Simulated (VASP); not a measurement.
# Fe (Im-3m) in VASP: further runs

Aim: see how the results for Fe move with the level of theory and the settings. Levels: HF, b88 exchange, pbe correlation. Tasks: single point.

Everything below comes from runs of VASP 6.6.1. Logs are shortened: lines on timing, memory, paths and dates and some standing lists are left out, and cuts for length are marked.

## (1) The cell of the first run

It takes space group Im-3m (No. 229, cubic). The conventional cell has a = 2.847 Å, b = 2.847 Å, c = 2.847 Å, α = 90.00°, β = 90.00°, γ = 90.00°. Within 3.3 Å of Fe (site symmetry m-3m) lie 14 Fe at 2.47 to 2.85 Å.

## (2) Single point, HF, collinear spin, ferromagnetic start

POSCAR reads:

```
Fe
1.0
   -1.4234976093      1.4234976093      1.4234976093
    1.4234976093     -1.4234976093      1.4234976093
    1.4234976093      1.4234976093     -1.4234976093
Fe
1
Direct
    0.0000000000      0.0000000000      0.0000000000
```

INCAR.step1 reads:

```
ALGO     = Normal         # electronic algorithm
EDIFF    = 1E-5           # SCF threshold, eV
ENCUT    = 520            # plane-wave cutoff, eV
GGA      = PE             # functional
ISIF     = 2              # what is computed and relaxed
ISMEAR   = -1             # smearing method
ISPIN    = 2              # spin polarisation
LASPH    = True           # aspherical terms in the spheres
LCHARG   = False          # write CHGCAR
LMAXMIX  = 4              # l up to which the mixer works
LORBIT   = 11             # projections on sites
LREAL    = False          # projectors in reciprocal space
LWAVE    = True           # write WAVECAR
MAGMOM   = 3              # initial moments
NBANDS   = 14             # bands
NELM     = 150            # most SCF steps
PREC     = Accurate       # precision mode
SIGMA    = 0.05           # smearing width, eV
```

INCAR.step2 reads:

```
AEXX     = 1.0            # exact-exchange fraction
AGGAC    = 0.0          
ALDAC    = 0.0          
ALGO     = Normal         # electronic algorithm
EDIFF    = 1E-6           # SCF threshold, eV
ENCUT    = 520            # plane-wave cutoff, eV
GGA      = PE             # functional
ISIF     = 2              # what is computed and relaxed
ISMEAR   = -1             # smearing method
ISPIN    = 2              # spin polarisation
ISTART   = 1            
LASPH    = True           # aspherical terms in the spheres
LCHARG   = False          # write CHGCAR
LHFCALC  = True           # exact exchange
LMAXMIX  = 4              # l up to which the mixer works
LORBIT   = 11             # projections on sites
LREAL    = False          # projectors in reciprocal space
LWAVE    = False          # write WAVECAR
MAGMOM   = 3              # initial moments
NBANDS   = 14             # bands
NELM     = 150            # most SCF steps
PREC     = Accurate       # precision mode
PRECFOCK = Normal       
SIGMA    = 0.05           # smearing width, eV
```

KPOINTS reads:

```
k-points
0
Gamma
  7 7 7
```

Potentials or basis: VASP PAW PBE potentials, release 64 (Fe).

Command:

```bash
> cat potpaw_PBE.64/Fe/POTCAR > POTCAR
> cp INCAR.step1 INCAR
> mpirun -np 1 vasp_std > vasp.out
> cp INCAR.step2 INCAR
> mpirun -np 1 vasp_std > vasp.out
```

OUTCAR:

```text
AEXX = 1.0
   EDIFF = 1E-6
   ENCUT = 520
   GGA = PE
   ISIF = 2
   ISMEAR = -1
   ISPIN = 2
   ISTART = 1
   LASPH = True
   LHFCALC = True
   LORBIT = 11
   LREAL = False
   NELM = 150
   PREC = Accurate
   PRECFOCK = Normal

 ion  position               nearest neighbor table
   1  0.000  0.000  0.000-

  LATTYP: Found a body centered cubic cell.
 ALAT       =     2.8469952186

  Lattice vectors:

 A1 = (  -1.4234976093,   1.4234976093,   1.4234976093)
 A2 = (   1.4234976093,  -1.4234976093,   1.4234976093)
 A3 = (   1.4234976093,   1.4234976093,  -1.4234976093)

Analysis of symmetry for initial positions (statically):
=====================================================================
 Subroutine PRICEL returns:
 Original cell was already a primitive cell.

 Routine SETGRP: Setting up the symmetry group for a
 body centered cubic supercell.

 Subroutine GETGRP returns: Found 48 space group operations
 (whereof 48 operations were pure point group operations)
 out of a pool of 48 trial point group operations.

The static configuration has the point symmetry O_h .

Analysis of symmetry for dynamics (positions and initial velocities):
=====================================================================
 Subroutine PRICEL returns:
 Original cell was already a primitive cell.

 Routine SETGRP: Setting up the symmetry group for a
 body centered cubic supercell.

 Subroutine GETGRP returns: Found 48 space group operations
 (whereof 48 operations were pure point group operations)
 out of a pool of 48 trial point group operations.

The dynamic configuration has the point symmetry O_h .

Analysis of structural, dynamic, and magnetic symmetry:
=====================================================================
 Subroutine PRICEL returns:
 Original cell was already a primitive cell.

 Routine SETGRP: Setting up the symmetry group for a
 body centered cubic supercell.

 Subroutine GETGRP returns: Found 48 space group operations
 (whereof 48 operations were pure point group operations)
 out of a pool of 48 trial point group operations.

The overall configuration has the point symmetry O_h .

 Subroutine INISYM returns: Found 48 space group operations
 (whereof 48 operations are pure point group operations),
 and found     1 'primitive' translations

----------------------------------------------------------------------------------------

                                     Primitive cell

  volume of cell :      11.5380

  direct lattice vectors                    reciprocal lattice vectors
    -1.423497609  1.423497609  1.423497609     0.000000000  0.351247516  0.351247516
     1.423497609 -1.423497609  1.423497609     0.351247516  0.000000000  0.351247516
     1.423497609  1.423497609 -1.423497609     0.351247516  0.351247516  0.000000000

  length of vectors
     2.465570184  2.465570184  2.465570184     0.496739002  0.496739002  0.496739002

  position of ions in fractional coordinates (direct lattice)
     0.000000000  0.000000000  0.000000000

  ion indices of the primitive-cell ions
   primitive index   ion index
                 1           1

----------------------------------------------------------------------------------------

 KPOINTS: k-points

Automatic generation of k-mesh.
 Grid dimensions read from file:
 generate k-points for:    7    7    7

 Generating k-lattice:

  Cartesian coordinates                     Fractional coordinates (reciprocal lattice)
     0.000000000  0.050178217  0.050178217     0.142857143  0.000000000  0.000000000
     0.050178217  0.000000000  0.050178217     0.000000000  0.142857143  0.000000000
     0.050178217  0.050178217  0.000000000     0.000000000  0.000000000  0.142857143

  Length of vectors
     0.070962715  0.070962715  0.070962715

  Shift w.r.t. Gamma in fractional coordinates (k-lattice)
     0.000000000  0.000000000  0.000000000

 Subroutine IBZKPT returns following result:
 ===========================================

 Found     20 irreducible k-points:

 Following reciprocal coordinates:
            Coordinates               Weight
  0.000000  0.000000  0.000000      1.000000
  0.142857  0.000000  0.000000     12.000000
  0.285714  0.000000  0.000000     12.000000
  0.428571  0.000000  0.000000     12.000000
  0.142857  0.142857  0.000000     24.000000
  0.285714  0.142857  0.000000     48.000000
[... 12 lines left out ...]
 -0.428571 -0.428571  0.285714      8.000000
 -0.428571  0.428571  0.428571      6.000000
   k-points           NKPTS =     20   k-points in BZ     NKDIM =    343   number of bands    NBANDS=     14
   number of dos      NEDOS =    301   number of ions     NIONS =      1
   total plane-waves  NPLWV =   5832
   dimension x,y,z NGX =    18 NGY =   18 NGZ =   18
   dimension x,y,z NGXF=    36 NGYF=   36 NGZF=   36
   ions per type =               1
   NGX,Y,Z   is equivalent  to a cutoff of  12.14, 12.14, 12.14 a.u.
   NGXF,Y,Z  is equivalent  to a cutoff of  24.27, 24.27, 24.27 a.u.
 SYSTEM =  unknown system
   PREC   = accura    normal or accurate (medium, high low for compatibility)
   ISTART =      1    job   : 0-new  1-cont  2-samecut
   ICHARG =      0    charge: 1-file 2-atom 10-const
   ISPIN  =      2    spin polarized calculation?
   LNONCOLLINEAR =      F non collinear calculations
   LSORBIT =      F    spin-orbit coupling
   LASPH  =      T    aspherical Exc in radial PAW
   ENCUT  =  520.0 eV  38.22 Ry    6.18 a.u.   4.58  4.58  4.58*2*pi/ulx,y,z
   NELM   =    150;   NELMIN=  2; NELMDL=  0     # of ELM steps
   EDIFF  = 0.1E-05   stopping-criterion for ELM
   LREAL  =      F    real-space projection
   EDIFFG = 0.1E-04   stopping-criterion for IOM
   NSW    =      0    number of steps for IOM
   IBRION =     -1    ionic relax: 0-MD 1-quasi-New 2-CG
   NFREE  =      0    steps in history (QN), initial steepest desc. (CG)
   ISIF   =      2    stress and relaxation
   ISYM   =      3    0-nonsym 1-usesym 2-fastsym
   POTIM  = 0.5000    time-step for ionic-motion
   TEBEG  =    0.0;   TEEND  =   0.0 temperature during run
   PSTRESS=    0.0 pullay stress
   NELECT =       8.0000    total number of electrons
   NUPDOWN=      -1.0000    fix difference up-down
   EMIN   =  10.00;   EMAX   =-10.00  energy-range for DOS
   EFERMI =   0.00;   METHOD = LEGACY
   ISMEAR =    -1;   SIGMA  =   0.05  broadening in eV -4-tet -1-fermi 0-gaus
   EFERMI_NEDOS =   21; number of points for ismear=-14 and -15
   IALGO  =     38    algorithm
   IMIX   =      1    mixing-type and parameters
     AMIX     =   0.40;   BMIX     =  1.00
     AMIX_MAG =   1.60;   BMIX_MAG =  1.00
  volume/ion in A,a.u.               =      11.54        77.86
  Fermi-wavevector in a.u.,A,eV,Ry     =   1.448977  2.738169 28.565890  2.099534
  Thomas-Fermi vector in A             =   2.566756
   LORBIT       =     11    0 simple, 1 ext, 2 COOP (PROOUT), +10 PAW based schemes
   GGA     = PE    functional components
   LHFCALC =     T    Hartree Fock is set to
   PRECFOCK=normal    Normal, Fast or Accurate (Low or Medium for compatibility)
   ENCUT4O =  -1.0   cutoff for four orbital integrals eV
   NKREDX  =     1    reduce k-point grid by
   NKREDY  =     1    reduce k-point grid by
   NKREDZ  =     1    reduce k-point grid by
   AEXX    =    1.0000 exact exchange contribution
   HFSCREEN=    0.0000 screening length (either q_TF or 0.3 A-1)
   HFSCREENC=   0.0000 screening length for correlation (either q_TF or 0.3 A-1)
   ENCUTFOCK=  -1.0 apply spherical cutoff to Coloumb kernel
   IVDW    =     0    specifies the selected vdW correction
   LEPSILON=     F    determine dielectric tensor
   LRPA    =     F    only Hartree local field effects (RPA)
 spin polarized calculation
  energy-cutoff  :      520.00
  volume of cell :       11.54
 maximum number of plane-waves:       321
  NGX = 14; NGY = 14; NGZ = 14

 number of electron       8.0000006 magnetization       2.7935368

 Free energy of the ion-electron system (eV)
  ---------------------------------------------------
  ext. energy  EPLUGINS =         0.00000000
  ---------------------------------------------------
  free energy    TOTEN  =       -26.76106417 eV

  energy without entropy =      -26.76067004  energy(sigma->0) =      -26.76086710

 E-fermi :   8.5465     XC(G=0):   0.0000

 val. band max:        7.7475450730   @ k =   0.1429   0.1429   0.0000
 cond. band min:       8.6270060123   @ k =  -0.2857   0.2857   0.2857
 fundamental gap:      0.8794609393
 Fermi energy:         8.5465334344

 spin component 1

 k-point     1 :       0.0000    0.0000    0.0000
  band No.  band energies     occupation
      1      -7.3744      1.00000
      2      -7.3744      1.00000
      3      -7.3744      1.00000
      4      -6.1804      1.00000
      5      -6.1804      1.00000
      6      -5.7451      1.00000
      7      39.3290      0.00000
      8      39.3290      0.00000
      9      39.3290      0.00000
     10      44.4793      0.00000
     11      44.4793      0.00000
     12      46.9646      0.00000
     13      47.0282      0.00000
     14      47.2792      0.00000
[... 307 lines left out ...]
 k-point    20 :      -0.4286    0.4286    0.4286
  band No.  band energies     occupation
      1      -8.9025      1.00000
      2      -8.8049      1.00000
      3      -5.2284      1.00000
      4      -5.2284      1.00000
      5      -5.1258      1.00000
      6      19.7427      0.00000
      7      23.8271      0.00000
      8      23.8271      0.00000
      9      28.1800      0.00000
     10      30.2144      0.00000
     11      36.7266      0.00000
     12      53.4810      0.00000
     13      59.0257      0.00000
     14      59.0257      0.00000
 Fermi energy:         8.5465334344

 spin component 2

 k-point     1 :       0.0000    0.0000    0.0000
  band No.  band energies     occupation
      1     -10.4463      1.00000
      2      13.5060      0.00000
      3      13.5060      0.00000
      4      13.5060      0.00000
      5      19.7620      0.00000
      6      19.7620      0.00000
      7      36.8690      0.00000
      8      36.8690      0.00000
      9      36.8690      0.00000
     10      45.2061      0.00000
     11      45.2061      0.00000
     12      48.6527      0.00000
     13      49.1502      0.00000
     14      49.9483      0.00000
[... 307 lines left out ...]
 k-point    20 :      -0.4286    0.4286    0.4286
  band No.  band energies     occupation
      1       2.4008      1.00000
      2       3.4689      1.00000
      3      16.7770      0.00000
      4      16.7770      0.00000
      5      18.6996      0.00000
      6      19.6362      0.00000
      7      23.1036      0.00000
      8      23.1036      0.00000
      9      34.4236      0.00000
     10      34.6035      0.00000
     11      37.3038      0.00000
     12      53.1007      0.00000
     13      59.3931      0.00000
     14      59.3931      0.00000

------------------------ aborting loop because EDIFF is reached ----------------------------------------

  FORCE on cell =-STRESS in cart. coord.  units (eV):
  Direction    XX          YY          ZZ          XY          YZ          ZX
  --------------------------------------------------------------------------------------
  -------------------------------------------------------------------------------------
  Total        3.7971666      3.7971666      3.7971666      0.0000000     -0.0000000     -0.0000000
  in kB      527.2784385    527.2784385    527.2784385      0.0000000     -0.0000000     -0.0000000
  external PRESSURE =     527.2784385 kB  Pullay stress =       0.0000000 kB

 VOLUME and BASIS-vectors are now :
 -----------------------------------------------------------------------------
  energy-cutoff  :      520.00
  volume of cell :       11.54
      direct lattice vectors                 reciprocal lattice vectors
    -1.423497609  1.423497609  1.423497609     0.000000000  0.351247516  0.351247516
     1.423497609 -1.423497609  1.423497609     0.351247516  0.000000000  0.351247516
     1.423497609  1.423497609 -1.423497609     0.351247516  0.351247516  0.000000000

 POSITION                                       TOTAL-FORCE (eV/Angst)
 -----------------------------------------------------------------------------------
      0.00000      0.00000      0.00000         0.000000     -0.000000      0.000000
 -----------------------------------------------------------------------------------
    total drift:                                0.000010      0.000018      0.000002

  FREE ENERGIE OF THE ION-ELECTRON SYSTEM (eV)
  ---------------------------------------------------
  free  energy   TOTEN  =       -26.7610641652 eV

  energy  without entropy=      -26.7606700425  energy(sigma->0) =      -26.76086710

 total charge

# of ion       s       p       d       tot
------------------------------------------
    1        0.537   0.640   6.207   7.384

 magnetization (x)

# of ion       s       p       d       tot
------------------------------------------
    1       -0.100  -0.363   3.379   2.917
```

It took 12 min on 1 thread of Intel Xeon 6975P-C (Granite Rapids), shared host; peak memory 0.13 GiB.

Results:

| Property | Result |
| --- | --- |
| Free energy | -26.7611 eV |
| Pressure | 52.7 GPa |
| Net moment | 2.79 μB per cell |
| Site moments | Fe +2.92 μB |
| Valence electrons inside the program's atomic spheres | Fe 7.38 |

Levels at points of the mesh, in eV from the Fermi level:
Spin up:
```csv
k point,band 3,band 4,band 5,band 6,band 7,band 8
"(0.00, 0.00, 0.00)",-15.92,-14.73,-14.73,-14.29,30.78,30.78
```
Spin down:
| k point | band 1 | band 2 | band 3 | band 4 | band 5 | band 6 | band 7 |
| --- | --- | --- | --- | --- | --- | --- | --- |
| (0.00, 0.00, 0.00) | -18.99 | 4.96 | 4.96 | 4.96 | 11.22 | 11.22 | 28.32 |

Caveat: the k points lie up to 0.45 Å⁻¹ apart; the PAW data sets were made with another functional, which shifts forces and pressure a little.

(Continued in part 2 of 3.)
